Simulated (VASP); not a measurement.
# Ge (P-1) in VASP: density of states with LDA

Aim: the density of states of Ge with LDA.

Everything below comes from runs of VASP 6.6.1. Logs are shortened: lines on timing, memory, paths and dates and some standing lists are left out, and cuts for length are marked.

### 1 The cell of the first run

The typed cell holds 1 atom: a = 2.981 Å, b = 2.963 Å, c = 2.914 Å, α = 61.22°, β = 60.32°, γ = 60.50°.

### 2 Density of states, LDA

Contents of POSCAR:

```
Ge
1.0
   -0.0282083000      2.1019966500      2.1134578200
    2.0716247400     -0.0325513900      2.1178009100
    2.0429605600      2.0776755600     -0.0038872100
Ge
1
Direct
    0.0000000000      0.0000000000      0.0000000000
```

Contents of INCAR.step1:

```
PREC = Accurate
ENCUT = 520
EDIFF = 1E-6
ISMEAR = -1
SIGMA = 0.05
LREAL = False
LASPH = True
NELM = 80
ALGO = Normal
ISIF = 2
LWAVE = False
LCHARG = True
GGA = CA
NBANDS = 13
```

Contents of KPOINTS.step1:

```
regular mesh
0
Gamma
  6 6 6
```

Contents of INCAR.step2:

```
PREC = Accurate
ENCUT = 520
EDIFF = 1E-6
ISMEAR = -5
SIGMA = 0.05
LREAL = False
LASPH = True
NELM = 80
ALGO = Normal
ISIF = 2
LWAVE = False
LCHARG = False
GGA = CA
LORBIT = 11
NEDOS = 2001
ICHARG = 11
```

Contents of KPOINTS.step2:

```
regular mesh
0
Gamma
  9 9 9
```

Potentials or basis: VASP PAW LDA potentials, release 64 (Ge_d).

Started as:

```
cat potpaw_LDA.64/Ge_d/POTCAR > POTCAR
cp INCAR.step1 INCAR
cp KPOINTS.step1 KPOINTS
mpirun -np 1 vasp_std > vasp.out
cp INCAR.step2 INCAR
cp KPOINTS.step2 KPOINTS
mpirun -np 1 vasp_std > vasp.out
```

OUTCAR:

```text
PREC = Accurate
   ENCUT = 520
   EDIFF = 1E-6
   ISMEAR = -5
   LREAL = False
   LASPH = True
   NELM = 80
   ISIF = 2
   GGA = CA
   LORBIT = 11
   ICHARG = 11

 ion  position               nearest neighbor table
   1  0.000  0.000  0.000-

  LATTYP: Found a triclinic cell.
 ALAT       =     2.9627300503
 B/A-ratio  =     1.0100697834
 C/A-ratio  =     1.0061399040
 COS(alpha) =     0.0053359435
 COS(beta)  =     0.4924352833
 COS(gamma) =     0.5212386751

  Lattice vectors:

 A1 = (  -2.0716247400,   0.0325513900,  -2.1178009100)
 A2 = (  -0.0286641800,   2.1102269500,  -2.1216881200)
 A3 = (   0.0282083000,  -2.1019966500,  -2.1134578200)

Analysis of symmetry for initial positions (statically):
=====================================================================
 Subroutine PRICEL returns:
 Original cell was already a primitive cell.

 Routine SETGRP: Setting up the symmetry group for a
 triclinic supercell.

 Subroutine GETGRP returns: Found  2 space group operations
 (whereof  2 operations were pure point group operations)
 out of a pool of  2 trial point group operations.

The static configuration has the point symmetry S_2 .

Analysis of symmetry for dynamics (positions and initial velocities):
=====================================================================
 Subroutine PRICEL returns:
 Original cell was already a primitive cell.

 Routine SETGRP: Setting up the symmetry group for a
 triclinic supercell.

 Subroutine GETGRP returns: Found  2 space group operations
 (whereof  2 operations were pure point group operations)
 out of a pool of  2 trial point group operations.

The dynamic configuration has the point symmetry S_2 .

 Subroutine INISYM returns: Found  2 space group operations
 (whereof  2 operations are pure point group operations),
 and found     1 'primitive' translations

----------------------------------------------------------------------------------------

                                     Primitive cell

  volume of cell :      18.4727

  direct lattice vectors                    reciprocal lattice vectors
    -0.028208300  2.101996650  2.113457820    -0.238187753  0.234650641  0.236601016
     2.071624740 -0.032551390  2.117800910     0.238148446 -0.233728457  0.235639525
     2.042960560  2.077675560 -0.003887210     0.244707081  0.240247785 -0.235678831

  length of vectors
     2.980920928  2.962730050  2.913835735     0.409602697  0.408496830  0.416107036

  position of ions in fractional coordinates (direct lattice)
     0.000000000  0.000000000  0.000000000

  ion indices of the primitive-cell ions
   primitive index   ion index
                 1           1

----------------------------------------------------------------------------------------

 KPOINTS: regular mesh

Automatic generation of k-mesh.
 Grid dimensions read from file:
 generate k-points for:    9    9    9

 Generating k-lattice:

  Cartesian coordinates                     Fractional coordinates (reciprocal lattice)
    -0.026465306  0.026072293  0.026289002     0.111111111 -0.000000000 -0.000000000
     0.026460938 -0.025969829  0.026182169     0.000000000  0.111111111  0.000000000
     0.027189676  0.026694198 -0.026186537     0.000000000 -0.000000000  0.111111111

  Length of vectors
     0.045511411  0.045388537  0.046234115

  Shift w.r.t. Gamma in fractional coordinates (k-lattice)
     0.000000000  0.000000000  0.000000000

 TETIRR: Found   2184 inequivalent tetrahedra from     4374

 Subroutine IBZKPT returns following result:
 ===========================================

 Found    365 irreducible k-points:

 Following reciprocal coordinates:
            Coordinates               Weight
  0.000000  0.000000  0.000000      1.000000
  0.111111  0.000000  0.000000      2.000000
  0.222222  0.000000 -0.000000      2.000000
  0.333333  0.000000 -0.000000      2.000000
  0.444444  0.000000 -0.000000      2.000000
  0.000000  0.111111  0.000000      2.000000
[... 16 lines left out ...]
 -0.111111  0.222222  0.000000      2.000000
  0.000000  0.333333  0.000000      2.000000
 [... further k-points ...]
   k-points           NKPTS =    365   k-points in BZ     NKDIM =    365   number of bands    NBANDS=     11
   number of dos      NEDOS =   2001   number of ions     NIONS =      1
   total plane-waves  NPLWV =  13824
   dimension x,y,z NGX =    24 NGY =   24 NGZ =   24
   dimension x,y,z NGXF=    48 NGYF=   48 NGZF=   48
   ions per type =               1
   NGX,Y,Z   is equivalent  to a cutoff of  13.38, 13.47, 13.69 a.u.
   NGXF,Y,Z  is equivalent  to a cutoff of  26.77, 26.93, 27.39 a.u.
 SYSTEM =  unknown system
   PREC   = accura    normal or accurate (medium, high low for compatibility)
   ISTART =      0    job   : 0-new  1-cont  2-samecut
   ICHARG =     11    charge: 1-file 2-atom 10-const
   ISPIN  =      1    spin polarized calculation?
   LNONCOLLINEAR =      F non collinear calculations
   LSORBIT =      F    spin-orbit coupling
   LASPH  =      T    aspherical Exc in radial PAW
   ENCUT  =  520.0 eV  38.22 Ry    6.18 a.u.   5.54  5.51  5.42*2*pi/ulx,y,z
   NELM   =     80;   NELMIN=  2; NELMDL=  0     # of ELM steps
   EDIFF  = 0.1E-05   stopping-criterion for ELM
   LREAL  =      F    real-space projection
   EDIFFG = 0.1E-04   stopping-criterion for IOM
   NSW    =      0    number of steps for IOM
   IBRION =     -1    ionic relax: 0-MD 1-quasi-New 2-CG
   NFREE  =      0    steps in history (QN), initial steepest desc. (CG)
   ISIF   =      2    stress and relaxation
   ISYM   =      2    0-nonsym 1-usesym 2-fastsym
   POTIM  = 0.5000    time-step for ionic-motion
   TEBEG  =    0.0;   TEEND  =   0.0 temperature during run
   PSTRESS=    0.0 pullay stress
   NELECT =      14.0000    total number of electrons
   NUPDOWN=      -1.0000    fix difference up-down
   EMIN   =  10.00;   EMAX   =-10.00  energy-range for DOS
   EFERMI =   0.00;   METHOD = LEGACY
   ISMEAR =    -5;   SIGMA  =   0.05  broadening in eV -4-tet -1-fermi 0-gaus
   EFERMI_NEDOS =   21; number of points for ismear=-14 and -15
   IALGO  =     38    algorithm
   IMIX   =      4    mixing-type and parameters
     AMIX     =   0.40;   BMIX     =  1.00
     AMIX_MAG =   1.60;   BMIX_MAG =  1.00
  volume/ion in A,a.u.               =      18.47       124.66
  Fermi-wavevector in a.u.,A,eV,Ry     =   1.492590  2.820586 30.311398  2.227825
  Thomas-Fermi vector in A             =   2.605099
   LORBIT       =     11    0 simple, 1 ext, 2 COOP (PROOUT), +10 PAW based schemes
   GGA     = CA    functional components
   LHFCALC =     F    Hartree Fock is set to
   AEXX    =    0.0000 exact exchange contribution
   IVDW    =     0    specifies the selected vdW correction
   LEPSILON=     F    determine dielectric tensor
   LRPA    =     F    only Hartree local field effects (RPA)
 non-spin polarized calculation
 Fermi weights with tetrahedron method with Bloechl corrections
  energy-cutoff  :      520.00
  volume of cell :       18.47
 maximum number of plane-waves:       527
 NGX is ok and might be reduce to    24

 number of electron      13.9999997 magnetization

 Free energy of the ion-electron system (eV)
  ---------------------------------------------------
  ext. energy  EPLUGINS =         0.00000000
  ---------------------------------------------------
  free energy    TOTEN  =        -4.89105258 eV

  energy without entropy =       -4.89105258  energy(sigma->0) =       -4.89105258

 E-fermi :   6.8991     XC(G=0): -11.6782

 val. band max:        7.1343700857   @ k =   0.4444   0.2222   0.2222
 cond. band min:       6.8510250408   @ k =  -0.1111  -0.1111   0.2222
 fundamental gap:     -0.2833450449
 Fermi energy:         6.8991436750

 k-point     1 :       0.0000    0.0000    0.0000
  band No.  band energies     occupation
      1     -18.0346      2.00000
      2     -18.0328      2.00000
      3     -18.0235      2.00000
      4     -17.9806      2.00000
      5     -17.9695      2.00000
      6      -6.5971      2.00000
      7      15.4664      0.00000
      8      15.8010      0.00000
      9      16.1832      0.00000
     10      20.6304      0.00000
     11      20.9200      0.00000

 k-point     2 :       0.1111    0.0000    0.0000
  band No.  band energies     occupation
      1     -18.0334      2.00000
      2     -18.0287      2.00000
      3     -18.0175      2.00000
      4     -17.9791      2.00000
      5     -17.9696      2.00000
      6      -6.2898      2.00000
      7      12.9594      0.00000
      8      15.2240      0.00000
      9      15.7656      0.00000
     10      20.0058      0.00000
     11      21.4950      0.00000

 k-point     3 :       0.2222    0.0000   -0.0000
  band No.  band energies     occupation
      1     -18.0335      2.00000
      2     -18.0241      2.00000
      3     -18.0091      2.00000
      4     -17.9676      2.00000
      5     -17.9629      2.00000
      6      -5.3696      2.00000
      7       8.8036     -0.09818
      8      14.4777      0.00000
      9      15.0287      0.00000
     10      19.4412      0.00000
     11      21.6364      0.00000

 k-point     4 :       0.3333    0.0000   -0.0000
  band No.  band energies     occupation
      1     -18.0357      2.00000
      2     -18.0269      2.00000
      3     -18.0110      2.00000
      4     -17.9454      2.00000
      5     -17.9437      2.00000
      6      -3.8560      2.00000
      7       4.9421      2.10443
      8      13.9063      0.00000
      9      14.4607      0.00000
     10      19.1879      0.00000
     11      20.3507      0.00000
[... 239 lines left out ...]
 k-point    22 :      -0.2222    0.2222    0.0000
  band No.  band energies     occupation
      1     -18.0340      2.00000
      2     -18.0161      2.00000
      3     -17.9784      2.00000
      4     -17.9767      2.00000
      5     -17.9464      2.00000
      6      -3.3642      2.00000
      7       6.8207      1.50727
      8       7.5838      0.02346
      9      14.3755      0.00000
     10      18.6804      0.00000
     11      23.0831      0.00000

 k-point    23 :      -0.1111    0.2222    0.0000
  band No.  band energies     occupation
      1     -18.0286      2.00000
      2     -18.0268      2.00000
      3     -18.0024      2.00000
      4     -17.9703      2.00000
      5     -17.9504      2.00000
      6      -4.6678      2.00000
      7       7.6316      0.44225
      8      11.1904      0.00000
      9      15.4463      0.00000
     10      20.6920      0.00000
     11      20.9835      0.00000

 k-point    24 :       0.0000    0.3333    0.0000
  band No.  band energies     occupation
      1     -18.0347      2.00000
      2     -18.0274      2.00000
      3     -18.0132      2.00000
      4     -17.9453      2.00000
      5     -17.9430      2.00000
      6      -3.8740      2.00000
      7       4.8935      2.11892
      8      13.9876      0.00000
      9      14.4934      0.00000
     10      19.2557      0.00000
     11      20.4301      0.00000

 [... further k-points ...]
[... 5 lines left out ...]
  --------------------------------------------------------------------------------------
  -------------------------------------------------------------------------------------
  Total       -0.1984436     -0.2271074     -0.2862152      0.0179979     -0.0042607      0.0143944
  in kB      -17.2114250    -19.6974907    -24.8240300      1.5609919     -0.3695374      1.2484517
  external PRESSURE =     -20.5776486 kB  Pullay stress =       0.0000000 kB

 VOLUME and BASIS-vectors are now :
 -----------------------------------------------------------------------------
  energy-cutoff  :      520.00
  volume of cell :       18.47
      direct lattice vectors                 reciprocal lattice vectors
    -0.028208300  2.101996650  2.113457820    -0.238187753  0.234650641  0.236601016
     2.071624740 -0.032551390  2.117800910     0.238148446 -0.233728457  0.235639525
     2.042960560  2.077675560 -0.003887210     0.244707081  0.240247785 -0.235678831

 POSITION                                       TOTAL-FORCE (eV/Angst)
 -----------------------------------------------------------------------------------
      0.00000      0.00000      0.00000         0.000000      0.000000      0.000000
 -----------------------------------------------------------------------------------
    total drift:                                0.000000      0.000000     -0.000000

  FREE ENERGIE OF THE ION-ELECTRON SYSTEM (eV)
  ---------------------------------------------------
  free  energy   TOTEN  =        -4.8910525801 eV

  energy  without entropy=       -4.8910525801  energy(sigma->0) =       -4.89105258

 total charge

# of ion       s       p       d       tot
------------------------------------------
    1        1.294   0.906  10.023  12.224
```

Run time: 23 s. Hardware: 1 thread of Intel Xeon Platinum 8488C (Sapphire Rapids), shared host; peak memory 0.19 GiB.

Results:

| Item | Value |
| --- | --- |
| Valence electrons inside the program's atomic spheres | Ge 12.22 |

Caveat: the k points lie up to 0.44 Å⁻¹ apart; tetrahedron occupations give inexact forces and stress in metals.
